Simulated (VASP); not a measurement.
# NaI in VASP: a series of runs, part 2 of 2

VASP 6.6.1. Earlier steps stand in the parts before.

## 5. Single point, HSE06 (biaxial xy strain -1.7%)

File POSCAR:

```
NaI
1.0
    3.9714433582      0.0000000000      0.0000000000
    0.0000000000      3.9714433582      0.0000000000
    0.0000000000      0.0000000000      4.0405365329
Na I
1 1
Direct
    0.0000000000      0.0000000000      0.0000000000
    0.5000000000      0.5000000000      0.5000000000
```

File INCAR.step1:

```
  PREC = Accurate
  ENCUT = 520
  EDIFF = 1E-5
  ISMEAR = 0
  SIGMA = 0.01
  LREAL = F
  LASPH = T
  NELM = 100
  ALGO = Normal
  ISIF = 2
  LWAVE = T
  LCHARG = F
  NBANDS = 14
  GGA = PE
```

File INCAR.step2:

```
  PREC = Accurate
  ENCUT = 520
  EDIFF = 1E-6
  ISMEAR = 0
  SIGMA = 0.01
  LREAL = F
  LASPH = T
  NELM = 100
  ALGO = Normal
  ISIF = 2
  LWAVE = F
  LCHARG = F
  GGA = PE
  LHFCALC = T
  HFSCREEN = 0.2079
  PRECFOCK = Normal
  NBANDS = 14
  ISTART = 1
```

File KPOINTS:

```
Automatic mesh
0
Gamma
  4 4 4
```

Potentials or basis: VASP PAW PBE potentials, release 64 (Na_pv, I).

On the command line:

```bash
cat potpaw_PBE.64/Na_pv/POTCAR potpaw_PBE.64/I/POTCAR > POTCAR
cp INCAR.step1 INCAR
mpirun -np 1 vasp_std > vasp.out
cp INCAR.step2 INCAR
mpirun -np 1 vasp_std > vasp.out
```

OUTCAR:

```text
PREC = Accurate
   ENCUT = 520
   EDIFF = 1E-6
   ISMEAR = 0
   LREAL = F
   LASPH = T
   NELM = 100
   ISIF = 2
   GGA = PE
   LHFCALC = T
   HFSCREEN = 0.2079
   PRECFOCK = Normal
   ISTART = 1

 ion  position               nearest neighbor table
   1  0.000  0.000  0.000-
   2  0.500  0.500  0.500-

  LATTYP: Found a simple tetragonal cell.
 ALAT       =     3.9714433582
 C/A-ratio  =     1.0173974972

  Lattice vectors:

 A1 = (   3.9714433582,   0.0000000000,   0.0000000000)
 A2 = (   0.0000000000,   3.9714433582,   0.0000000000)
 A3 = (   0.0000000000,   0.0000000000,   4.0405365329)

Analysis of symmetry for initial positions (statically):
=====================================================================
 Subroutine PRICEL returns:
 Original cell was already a primitive cell.

 Routine SETGRP: Setting up the symmetry group for a
 simple tetragonal supercell.

 Subroutine GETGRP returns: Found 16 space group operations
 (whereof 16 operations were pure point group operations)
 out of a pool of 16 trial point group operations.

The static configuration has the point symmetry D_4h.

Analysis of symmetry for dynamics (positions and initial velocities):
=====================================================================
 Subroutine PRICEL returns:
 Original cell was already a primitive cell.

 Routine SETGRP: Setting up the symmetry group for a
 simple tetragonal supercell.

 Subroutine GETGRP returns: Found 16 space group operations
 (whereof 16 operations were pure point group operations)
 out of a pool of 16 trial point group operations.

The dynamic configuration has the point symmetry D_4h.

 Subroutine INISYM returns: Found 16 space group operations
 (whereof 16 operations are pure point group operations),
[... 121 lines left out ...]
   AEXX    =    0.2500 exact exchange contribution
   HFSCREEN=    0.2079 screening length (either q_TF or 0.3 A-1)
   HFSCREENC=   0.2079 screening length for correlation (either q_TF or 0.3 A-1)
   ENCUTFOCK=  -1.0 apply spherical cutoff to Coloumb kernel
   IVDW    =     0    specifies the selected vdW correction
   LEPSILON=     F    determine dielectric tensor
   LRPA    =     F    only Hartree local field effects (RPA)
 non-spin polarized calculation
 Gauss-broadening in eV      SIGMA  =   0.01
  energy-cutoff  :      520.00
  volume of cell :       63.73
 maximum number of plane-waves:      1743
 NGX is ok and might be reduce to    30
  NGX = 24; NGY = 24; NGZ = 24

 number of electron      13.9999988 magnetization

 Free energy of the ion-electron system (eV)
  ---------------------------------------------------
  ext. energy  EPLUGINS =         0.00000000
  ---------------------------------------------------
  free energy    TOTEN  =        -5.90149203 eV

  energy without entropy =       -5.90149203  energy(sigma->0) =       -5.90149203

 E-fermi :   1.7477     XC(G=0):  -6.6950

 val. band max:        1.6545434336   @ k =   0.5000   0.0000   0.5000
 cond. band min:       4.8887333165   @ k =   0.0000   0.0000   0.0000
 fundamental gap:      3.2341898829
 Fermi energy:         1.7476970502

 k-point     1 :       0.0000    0.0000    0.0000
  band No.  band energies     occupation
      1     -24.5591      2.00000
      2     -24.5591      2.00000
      3     -24.5566      2.00000
      4     -11.3689      2.00000
      5       0.7464      2.00000
      6       0.9208      2.00000
      7       0.9208      2.00000
      8       4.8887      0.00000
      9       7.9968      0.00000
     10       8.1145      0.00000
     11      14.1856      0.00000
     12      14.3645      0.00000
     13      14.3645      0.00000
     14      14.7741      0.00000
[... 275 lines left out ...]
      1     -24.5655      2.00000
      2     -24.5655      2.00000
      3     -24.5615      2.00000
      4     -10.2784      2.00000
      5      -0.8218      2.00000
      6      -0.8218      2.00000
      7      -0.7389      2.00000
      8       6.6175      0.00000
      9       6.6175      0.00000
     10       6.6194      0.00000
     11       9.4463      0.00000
     12      16.6070      0.00000
     13      17.0106      0.00000
     14      17.0106      0.00000

------------------------ aborting loop because EDIFF is reached ----------------------------------------

  FORCE on cell =-STRESS in cart. coord.  units (eV):
  Direction    XX          YY          ZZ          XY          YZ          ZX
  --------------------------------------------------------------------------------------
  -------------------------------------------------------------------------------------
  Total        0.4685688      0.4685688      0.0889683      0.0000000     -0.0000000     -0.0000000
  in kB       11.7800783     11.7800783      2.2367114      0.0000000     -0.0000000     -0.0000000
  external PRESSURE =       8.5989560 kB  Pullay stress =       0.0000000 kB

 VOLUME and BASIS-vectors are now :
 -----------------------------------------------------------------------------
  energy-cutoff  :      520.00
  volume of cell :       63.73
      direct lattice vectors                 reciprocal lattice vectors
     3.971443358  0.000000000  0.000000000     0.251797624  0.000000000  0.000000000
     0.000000000  3.971443358  0.000000000     0.000000000  0.251797624  0.000000000
     0.000000000  0.000000000  4.040536533     0.000000000  0.000000000  0.247491884

 POSITION                                       TOTAL-FORCE (eV/Angst)
 -----------------------------------------------------------------------------------
      0.00000      0.00000      0.00000         0.000000      0.000000      0.000000
      1.98572      1.98572      2.02027         0.000000      0.000000      0.000000
 -----------------------------------------------------------------------------------
    total drift:                               -0.000000     -0.000000      0.000000

  FREE ENERGIE OF THE ION-ELECTRON SYSTEM (eV)
  ---------------------------------------------------
  free  energy   TOTEN  =        -5.9014920277 eV

  energy  without entropy=       -5.9014920277  energy(sigma->0) =       -5.90149203
```

OSZICAR.step1:

```text
N       E                     dE             d eps       ncg     rms          rms(c)
DAV:   1     0.817724712137E+02    0.81772E+02   -0.66292E+03   504   0.921E+02
DAV:   2     0.134016259856E+01   -0.80432E+02   -0.74034E+02   540   0.219E+02
DAV:   3    -0.500934075987E+01   -0.63495E+01   -0.63025E+01   642   0.606E+01
DAV:   4    -0.515919318804E+01   -0.14985E+00   -0.14981E+00   588   0.950E+00
DAV:   5    -0.516334643042E+01   -0.41532E-02   -0.41531E-02   672   0.166E+00    0.200E+00
DAV:   6    -0.506221676704E+01    0.10113E+00   -0.87810E-02   594   0.179E+00    0.132E+00
DAV:   7    -0.503539577909E+01    0.26821E-01   -0.91282E-02   632   0.162E+00    0.650E-01
DAV:   8    -0.503588257024E+01   -0.48679E-03   -0.59352E-03   534   0.633E-01    0.869E-02
DAV:   9    -0.503583901819E+01    0.43552E-04   -0.16263E-04   666   0.134E-01    0.346E-02
DAV:  10    -0.503585939408E+01   -0.20376E-04   -0.52758E-05   546   0.681E-02    0.809E-03
DAV:  11    -0.503585966026E+01   -0.26619E-06   -0.65844E-06   600   0.257E-02
   1 F= -.50358597E+01 E0= -.50358597E+01  d E =-.339872E-56
```

Wall time 3.4 min (1 thread of Intel Xeon 6975P-C (Granite Rapids), shared host); peak memory 0.28 GiB.

Results:

```
Free energy            : -5.9015 eV
Pressure               : 0.9 GPa
Band gap on the k mesh : 3.23 eV (least direct gap 3.54 eV)
```

Levels at points of the mesh, in eV from the valence-band top:
| k point | band 3 | band 4 | band 5 | band 6 | band 7 | band 8 | band 9 | band 10 | band 11 | band 12 |
| --- | --- | --- | --- | --- | --- | --- | --- | --- | --- | --- |
| (0.00, 0.00, 0.00) | -26.21 | -13.02 | -0.91 | -0.73 | -0.73 | 3.23 | 6.34 | 6.46 | 12.53 | 12.71 |
| (0.50, 0.00, 0.00) | -26.21 | -12.60 | -3.74 | -0.51 | -0.35 | 5.57 | 7.55 | 7.97 | 8.79 | 9.09 |
| (0.50, 0.50, 0.00) | -26.21 | -12.24 | -2.99 | -2.99 | -0.12 | 3.62 | 7.94 | 9.38 | 9.38 | 9.82 |
| (0.00, 0.00, 0.50) | -26.21 | -12.65 | -3.73 | -0.39 | -0.39 | 5.64 | 7.55 | 7.98 | 9.04 | 9.04 |
| (0.50, 0.00, 0.50) | -26.21 | -12.29 | -3.04 | -2.97 | 0.00 | 3.54 | 8.07 | 9.47 | 9.56 | 10.04 |
| (0.50, 0.50, 0.50) | -26.22 | -11.93 | -2.48 | -2.48 | -2.39 | 4.96 | 4.96 | 4.96 | 7.79 | 14.95 |

Caveat: the cell differs from its parent crystal (biaxial xy strain -1.7%); the PAW data sets were made with another functional, which shifts forces and pressure a little; spin-orbit coupling is left out, which moves the levels of the heavy elements. A k mesh can miss the band edges.

## 6. Single point, HSE06 (uniaxial x strain +5.4%)

File POSCAR:

```
NaI
1.0
    4.2603417203      0.0000000000      0.0000000000
    0.0000000000      4.0405365329      0.0000000000
    0.0000000000      0.0000000000      4.0405365329
Na I
1 1
Direct
    0.0000000000      0.0000000000      0.0000000000
    0.5000000000      0.5000000000      0.5000000000
```

File INCAR.step1:

```
  PREC = Accurate
  ENCUT = 520
  EDIFF = 1E-5
  ISMEAR = 0
  SIGMA = 0.01
  LREAL = False
  LASPH = True
  NELM = 80
  ALGO = Normal
  ISIF = 2
  LWAVE = True
  GGA = PE
  NBANDS = 14
```

File INCAR.step2:

```
  PREC = Accurate
  ENCUT = 520
  EDIFF = 1E-6
  ISMEAR = 0
  SIGMA = 0.01
  LREAL = False
  LASPH = True
  NELM = 80
  ALGO = Normal
  ISIF = 2
  LWAVE = False
  LCHARG = True
  GGA = PE
  LHFCALC = True
  HFSCREEN = 0.2079
  PRECFOCK = Normal
  LELF = True
  LVHAR = True
  ISTART = 1
  NBANDS = 14
```

File KPOINTS:

```
regular mesh
0
Gamma
  4 4 4
```

Potentials or basis: VASP PAW PBE potentials, release 64 (Na_pv, I).

On the command line:

```bash
cat potpaw_PBE.64/Na_pv/POTCAR potpaw_PBE.64/I/POTCAR > POTCAR
cp INCAR.step1 INCAR
mpirun -np 1 vasp_std > vasp.out
cp INCAR.step2 INCAR
mpirun -np 1 vasp_std > vasp.out
```

Wall time 3.2 min (1 thread of Intel Xeon 6975P-C (Granite Rapids), shared host); peak memory 0.29 GiB.

Results (log left out):

```
Free energy            : -5.8872 eV
Pressure               : -0.6 GPa
Band gap on the k mesh : 2.99 eV (least direct gap 3.57 eV)
```

Stress tensor (GPa, compression positive):
```
-2.17  0.00  0.00
 0.00  0.19  0.00
 0.00  0.00  0.19
```

Levels at points of the mesh, in eV from the valence-band top:
| k point | band 4 | band 5 | band 6 | band 7 | band 8 | band 9 | band 10 | band 11 |
| --- | --- | --- | --- | --- | --- | --- | --- | --- |
| (0.00, 0.00, 0.00) | -12.74 | -1.06 | -0.59 | -0.59 | 2.99 | 6.37 | 6.69 | 11.70 |
| (0.50, 0.00, 0.00) | -12.49 | -3.33 | -0.34 | -0.34 | 5.53 | 6.99 | 8.02 | 9.01 |
| (0.00, 0.50, 0.00) | -12.38 | -3.35 | -0.68 | -0.24 | 5.30 | 7.01 | 8.04 | 8.30 |
| (0.50, 0.50, 0.00) | -12.17 | -2.79 | -2.60 | 0.00 | 3.57 | 8.00 | 9.00 | 9.33 |
| (0.00, 0.50, 0.50) | -12.07 | -2.66 | -2.66 | -0.32 | 3.81 | 7.62 | 8.81 | 8.81 |
| (0.50, 0.50, 0.50) | -11.87 | -2.26 | -2.26 | -2.05 | 5.04 | 5.04 | 5.07 | 7.45 |

Caveat: the cell differs from its parent crystal (uniaxial x strain +5.4%); the PAW data sets were made with another functional, which shifts forces and pressure a little; spin-orbit coupling is left out, which moves the levels of the heavy elements.

## 7. The runs side by side

| level | cell | k mesh | grid for exact exchange (PRECFOCK) | share of exact exchange | screening parameter | gap on the mesh (eV) | pressure (GPa) |
| --- | --- | --- | --- | --- | --- | --- | --- |
| r2SCAN | a = 3.971, b = 3.971, c = 4.041 Å, 2 atoms | 6 × 6 × 6 | - | - | - | 3.09 | 0.6 |
| r2SCAN | a = 4.260, b = 4.041, c = 4.041 Å, 2 atoms | 6 × 6 × 6 | - | - | - | 2.81 | -0.8 |
| HSE06 | a = 3.983 Å, angles 91.7°, 2 atoms | 4 × 4 × 4 | Normal | 0.25 | 0.2079 1/Å | 3.31 | 1.1 |
| HSE06 | a = 3.971, b = 3.971, c = 4.041 Å, 2 atoms | 4 × 4 × 4 | Normal | 0.25 | 0.2079 1/Å | 3.23 | 0.9 |
| HSE06 | a = 4.260, b = 4.041, c = 4.041 Å, 2 atoms | 4 × 4 × 4 | Normal | 0.25 | 0.2079 1/Å | 2.99 | -0.6 |

Alike in all rows: task single point; potentials or basis VASP PAW PBE potentials, release 64 (Na_pv, I); no spin polarisation; cutoff (eV) 520; smearing gaussian 0.01 eV.

Caveats: the PAW data sets were made with another functional, which shifts forces and pressure a little; spin-orbit coupling is left out, which moves the levels of the heavy elements.

Absolute energies hang on the potentials; compare differences alone.
